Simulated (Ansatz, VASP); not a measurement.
AlN in VASP and in Ansatz

```
Al N
1.0
    -0.05477    2.03056    2.03056
     2.03056   -0.05477    2.03056
     2.03056    2.03056   -0.05477
Al N
1 1
Direct
  0.50000 0.50000 0.50000
  0.00000 0.00000 0.00000
```

Alike in both runs: task single point; functional PBEsol; k mesh 10 × 10 × 10; occupations gaussian, width 0.05 eV; no spin polarisation.

|  | VASP | Ansatz |
| --- | --- | --- |
| version | VASP 6.6.1 | Ansatz 0.2.0 |
| potentials or method | VASP PAW PBE potentials, release 64 (Al, N), cutoff 520 eV | scalar-relativistic, plane waves, PAW |
| valence electrons in the cell | 8 | 8 |

```tsv
	VASP	Ansatz	Ansatz less VASP
gap on the k mesh at the Fermi level (eV)	3.58	3.58	+0.002
least direct gap on the mesh (eV)	4.52	4.51	-0.015
pressure (GPa)	-12.2	-12.2	+0.01
traceless stress, the component that is largest in VASP (GPa)	7.43	7.42	-0.007
```

VASP's potentials were made for PBE, not for PBEsol, and Ansatz warns of the same on its side. With one functional, cell and mesh, what is left measures potentials, basis and numerics.
